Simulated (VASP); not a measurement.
# Ge in VASP: a series of runs, part 2 of 2

VASP 6.6.1. The steps go on from the part before.

### Step 3. Single point, PBEsol

Contents of INCAR:

```
SYSTEM = Ge
PREC     = Accurate       ! precision mode
ENCUT    = 520            ! plane-wave cutoff, eV
EDIFF    = 1E-7           ! SCF threshold, eV
ISMEAR   = 0              ! smearing method
SIGMA    = 0.05           ! smearing width, eV
LREAL    = .False.        ! projectors in reciprocal space
LASPH    = .True.         ! aspherical terms in the spheres
NELM     = 60             ! most SCF steps
ALGO     = Normal         ! electronic algorithm
ISIF     = 2              ! what is computed and relaxed
LWAVE    = .False.        ! write WAVECAR
LCHARG   = .True.         ! write CHGCAR
GGA      = PS             ! functional
LELF     = .True.         ! ELF
LVHAR    = .True.       
NBANDS   = 21             ! bands
```

Contents of KPOINTS:

```
Automatic mesh
0
Gamma
  8 8 5
  0 0 0
```

Contents of POSCAR:

```
Ge
1.0
   -2.5744897190      2.5744897190      1.3974126432
    2.5744897190     -2.5744897190      1.3974126432
    2.5744897190      2.5744897190     -1.3974126432
Ge
2
Direct
    0.4789340000      0.4743510000     -0.0067190000
    0.2450430000      0.7425210000      0.5069130000
```

Potentials or basis: VASP PAW PBE potentials, release 64 (Ge_d).

Run with:

```
> cat potpaw_PBE.64/Ge_d/POTCAR > POTCAR
> mpirun -np 1 vasp_std > vasp.out
```

OUTCAR:

```text
SYSTEM = Ge
   PREC = Accurate
   ENCUT = 520
   EDIFF = 1E-7
   ISMEAR = 0
   LREAL = .False.
   LASPH = .True.
   NELM = 60
   ISIF = 2
   GGA = PS

 ion  position               nearest neighbor table
   1  0.479  0.474  0.993-   2 2.62   2 2.65   2 2.70   2 2.70
   2  0.245  0.743  0.507-   1 2.62   1 2.65   1 2.70   1 2.70

  LATTYP: Found a body centered tetragonal cell.
 ALAT       =     5.1489794380
 C/A-ratio  =     0.5427920853

  Lattice vectors:

 A1 = (  -2.5744897190,   2.5744897190,   1.3974126432)
 A2 = (   2.5744897190,  -2.5744897190,   1.3974126432)
 A3 = (   2.5744897190,   2.5744897190,  -1.3974126432)

Analysis of symmetry for initial positions (statically):
=====================================================================
 Subroutine PRICEL returns:
 Original cell was already a primitive cell.

 Routine SETGRP: Setting up the symmetry group for a
 body centered tetragonal supercell.

 Subroutine GETGRP returns: Found  2 space group operations
 (whereof  1 operations were pure point group operations)
 out of a pool of 16 trial point group operations.

The static configuration has the point symmetry C_1 .
 The point group associated with its full space group is S_2 .

Analysis of symmetry for dynamics (positions and initial velocities):
=====================================================================
 Subroutine PRICEL returns:
 Original cell was already a primitive cell.

 Routine SETGRP: Setting up the symmetry group for a
 body centered tetragonal supercell.

 Subroutine GETGRP returns: Found  2 space group operations
 (whereof  1 operations were pure point group operations)
 out of a pool of 16 trial point group operations.

The dynamic configuration has the point symmetry C_1 .
 The point group associated with its full space group is S_2 .

 Subroutine INISYM returns: Found  2 space group operations
 (whereof  1 operations are pure point group operations),
 and found     1 'primitive' translations

----------------------------------------------------------------------------------------

                                     Primitive cell

  volume of cell :      37.0482

  direct lattice vectors                    reciprocal lattice vectors
    -2.574489719  2.574489719  1.397412643     0.000000000  0.194213244  0.357804119
     2.574489719 -2.574489719  1.397412643     0.194213244  0.000000000  0.357804119
     2.574489719  2.574489719 -1.397412643     0.194213244  0.194213244  0.000000000

  length of vectors
     3.899840602  3.899840602  3.899840602     0.407114937  0.407114937  0.274659004

  position of ions in fractional coordinates (direct lattice)
     0.478934000  0.474351000  0.993281000
     0.245043000  0.742521000  0.506913000

  ion indices of the primitive-cell ions
   primitive index   ion index
                 1           1
                 2           2

----------------------------------------------------------------------------------------

 KPOINTS: Automatic mesh

Automatic generation of k-mesh.
 Grid dimensions read from file:
 generate k-points for:    8    8    5

 Generating k-lattice:

  Cartesian coordinates                     Fractional coordinates (reciprocal lattice)
[... 28 lines left out ...]

 WARNING: IBZKPT: internal override: KBLOWUP is changed to .FALSE.
      ... skipping the blow-up phase ...

 Subroutine IBZKPT returns following result:
 ===========================================

 Found    162 irreducible k-points:

 Following reciprocal coordinates:
            Coordinates               Weight
  0.000000  0.000000  0.000000      1.000000
  0.125000  0.000000 -0.000000      2.000000
  0.250000  0.000000 -0.000000      2.000000
  0.375000 -0.000000 -0.000000      2.000000
  0.500000  0.000000 -0.000000      1.000000
  0.000000  0.125000 -0.000000      2.000000
[... 16 lines left out ...]
  0.125000  0.375000 -0.000000      2.000000
  0.250000  0.375000 -0.000000      2.000000
 [... further k-points ...]
   k-points           NKPTS =    162   k-points in BZ     NKDIM =    162   number of bands    NBANDS=     21
   number of dos      NEDOS =    301   number of ions     NIONS =      2
   total plane-waves  NPLWV =  27000
   dimension x,y,z NGX =    30 NGY =   30 NGZ =   30
   dimension x,y,z NGXF=    60 NGYF=   60 NGZF=   60
   ions per type =               2
   NGX,Y,Z   is equivalent  to a cutoff of  12.79, 12.79, 12.79 a.u.
   NGXF,Y,Z  is equivalent  to a cutoff of  25.58, 25.58, 25.58 a.u.
 SYSTEM =  Ge
   PREC   = accura    normal or accurate (medium, high low for compatibility)
   ISTART =      0    job   : 0-new  1-cont  2-samecut
   ICHARG =      2    charge: 1-file 2-atom 10-const
   ISPIN  =      1    spin polarized calculation?
   LNONCOLLINEAR =      F non collinear calculations
   LSORBIT =      F    spin-orbit coupling
   LASPH  =      T    aspherical Exc in radial PAW
   ENCUT  =  520.0 eV  38.22 Ry    6.18 a.u.   7.25  7.25  7.25*2*pi/ulx,y,z
   NELM   =     60;   NELMIN=  2; NELMDL= -5     # of ELM steps
   EDIFF  = 0.1E-06   stopping-criterion for ELM
   LREAL  =      F    real-space projection
   EDIFFG = 0.1E-05   stopping-criterion for IOM
   NSW    =      0    number of steps for IOM
   IBRION =     -1    ionic relax: 0-MD 1-quasi-New 2-CG
   NFREE  =      0    steps in history (QN), initial steepest desc. (CG)
   ISIF   =      2    stress and relaxation
   ISYM   =      2    0-nonsym 1-usesym 2-fastsym
   POTIM  = 0.5000    time-step for ionic-motion
   TEBEG  =    0.0;   TEEND  =   0.0 temperature during run
   PSTRESS=    0.0 pullay stress
   NELECT =      28.0000    total number of electrons
   NUPDOWN=      -1.0000    fix difference up-down
   EMIN   =  10.00;   EMAX   =-10.00  energy-range for DOS
   EFERMI =   0.00;   METHOD = LEGACY
   ISMEAR =     0;   SIGMA  =   0.05  broadening in eV -4-tet -1-fermi 0-gaus
   EFERMI_NEDOS =   21; number of points for ismear=-14 and -15
   IALGO  =     38    algorithm
   IMIX   =      4    mixing-type and parameters
     AMIX     =   0.40;   BMIX     =  1.00
     AMIX_MAG =   1.60;   BMIX_MAG =  1.00
  volume/ion in A,a.u.               =      18.52       125.01
  Fermi-wavevector in a.u.,A,eV,Ry     =   1.491209  2.817976 30.255333  2.223704
  Thomas-Fermi vector in A             =   2.603893
   LORBIT       =      0    0 simple, 1 ext, 2 COOP (PROOUT), +10 PAW based schemes
   GGA     = PS    functional components
   LHFCALC =     F    Hartree Fock is set to
   AEXX    =    0.0000 exact exchange contribution
   IVDW    =     0    specifies the selected vdW correction
   LEPSILON=     F    determine dielectric tensor
   LRPA    =     F    only Hartree local field effects (RPA)
 non-spin polarized calculation
 Gauss-broadening in eV      SIGMA  =   0.05
  energy-cutoff  :      520.00
  volume of cell :       37.05
 maximum number of plane-waves:      1012
 NGX is ok and might be reduce to    30
   NGX = 15   NGY = 15   NGZ = 15

 number of electron      27.9999994 magnetization

 Free energy of the ion-electron system (eV)
  ---------------------------------------------------
  ext. energy  EPLUGINS =         0.00000000
  ---------------------------------------------------
  free energy    TOTEN  =        -9.51751391 eV

  energy without entropy =       -9.51617071  energy(sigma->0) =       -9.51684231

 E-fermi :   6.5683     XC(G=0): -11.4692

 val. band max:        6.5644321311   @ k =   0.1250   0.1250   0.4000
 cond. band min:       6.5702296283   @ k =   0.0000   0.2500   0.2000
 fundamental gap:      0.0057974972
 Fermi energy:         6.5683087178

 k-point     1 :       0.0000    0.0000    0.0000
  band No.  band energies     occupation
      1     -18.0172      2.00000
      2     -17.9724      2.00000
      3     -17.9413      2.00000
      4     -17.9395      2.00000
      5     -17.8374      2.00000
      6     -17.8299      2.00000
[... 565 lines left out ...]
     20      16.5261      0.00000
     21      18.1811      0.00000

 [... further k-points ...]
[... 5 lines left out ...]
  --------------------------------------------------------------------------------------
  -------------------------------------------------------------------------------------
  Total       -0.1624725     -0.3436655      0.0339925     -0.1311007     -0.0663651     -0.0331632
  in kB       -7.0262498    -14.8620773      1.4700334     -5.6695488     -2.8700106     -1.4341700
  external PRESSURE =      -6.8060979 kB  Pullay stress =       0.0000000 kB

 VOLUME and BASIS-vectors are now :
 -----------------------------------------------------------------------------
  energy-cutoff  :      520.00
  volume of cell :       37.05
      direct lattice vectors                 reciprocal lattice vectors
    -2.574489719  2.574489719  1.397412643     0.000000000  0.194213244  0.357804119
     2.574489719 -2.574489719  1.397412643     0.194213244  0.000000000  0.357804119
     2.574489719  2.574489719 -1.397412643     0.194213244  0.194213244  0.000000000

 POSITION                                       TOTAL-FORCE (eV/Angst)
 -----------------------------------------------------------------------------------
      2.54539      2.56899     -0.05589         0.211312      0.017483      0.014871
      2.58579      0.02429      0.67167        -0.211312     -0.017483     -0.014871
 -----------------------------------------------------------------------------------
    total drift:                                0.000075     -0.000085     -0.000009

  FREE ENERGIE OF THE ION-ELECTRON SYSTEM (eV)
  ---------------------------------------------------
  free  energy   TOTEN  =        -9.5175139086 eV

  energy  without entropy=       -9.5161707085  energy(sigma->0) =       -9.51684231
```

Run time: 2.5 min. Hardware: 1 thread of Intel Xeon 8259CL, shared host; peak memory 0.24 GiB.

What came out:

| Item | Value |
| --- | --- |
| Free energy | -9.5175 eV |
| Pressure | -0.7 GPa |
| Largest force | 0.213 eV/Å |
| Band gap on the k mesh | zero (bands 14 and 15 overlap by 3.71 eV) |

Forces on the atoms (eV/Å):
```
Ge   0.211  0.017  0.015
Ge  -0.211 -0.017 -0.015
```

Stress tensor (GPa, compression positive):
```
-0.70 -0.57 -0.14
-0.57 -1.49 -0.29
-0.14 -0.29  0.15
```

Caveat: the PAW data sets were made with another functional, which shifts forces and pressure a little.

### Step 4. Single point, PBEsol

Contents of INCAR:

```
ALGO     = Normal         # electronic algorithm
EDIFF    = 1E-7           # SCF threshold, eV
ENCUT    = 520            # plane-wave cutoff, eV
GGA      = PS             # functional
ISIF     = 2              # what is computed and relaxed
ISMEAR   = 0              # smearing method
LASPH    = T              # aspherical terms in the spheres
LCHARG   = F              # write CHGCAR
LREAL    = F              # projectors in reciprocal space
LWAVE    = F              # write WAVECAR
NBANDS   = 21             # bands
NELM     = 100            # most SCF steps
PREC     = Accurate       # precision mode
SIGMA    = 0.05           # smearing width, eV
```

Contents of KPOINTS:

```
k-points
0
Gamma
  8 8 5
```

POSCAR is that of step 3.

Run with:

```
> cat potpaw_PBE.64/Ge_d/POTCAR > POTCAR
> mpirun -np 1 vasp_std > vasp.out
```

Run time: 2.8 min. Hardware: 1 thread of Intel Xeon 8259CL, shared host; peak memory 0.24 GiB.

It converged, with:

```yaml
Free_energy: -9.5175 eV
Pressure: -0.7 GPa
Largest_force: 0.213 eV/Å
Band_gap_on_the_k_mesh: zero (bands 14 and 15 overlap by 3.71 eV)
```

Forces in eV/Å, atoms in the order of the input:
```
Ge   0.211  0.017  0.015
Ge  -0.211 -0.017 -0.015
```

Stress tensor (GPa, compression positive):
```
-0.70 -0.57 -0.14
-0.57 -1.49 -0.29
-0.14 -0.29  0.15
```

Levels at points of the mesh, in eV from the Fermi level:
```tsv
k point	band 11	band 12	band 13	band 14	band 15	band 16	band 17	band 18
(0.00, 0.00, 0.00)	-13.23	-3.98	-2.27	-2.23	3.32	7.66	7.72	8.24
(0.50, 0.00, 0.00)	-8.02	-6.20	-2.62	-1.93	-1.28	2.57	3.71	5.55
(0.00, 0.50, 0.00)	-7.88	-6.46	-2.46	-1.94	-1.23	2.53	3.60	5.70
(0.50, 0.50, 0.00)	-10.52	-10.45	0.65	0.73	1.99	2.03	7.60	7.62
```

Caveat: the PAW data sets were made with another functional, which shifts forces and pressure a little.
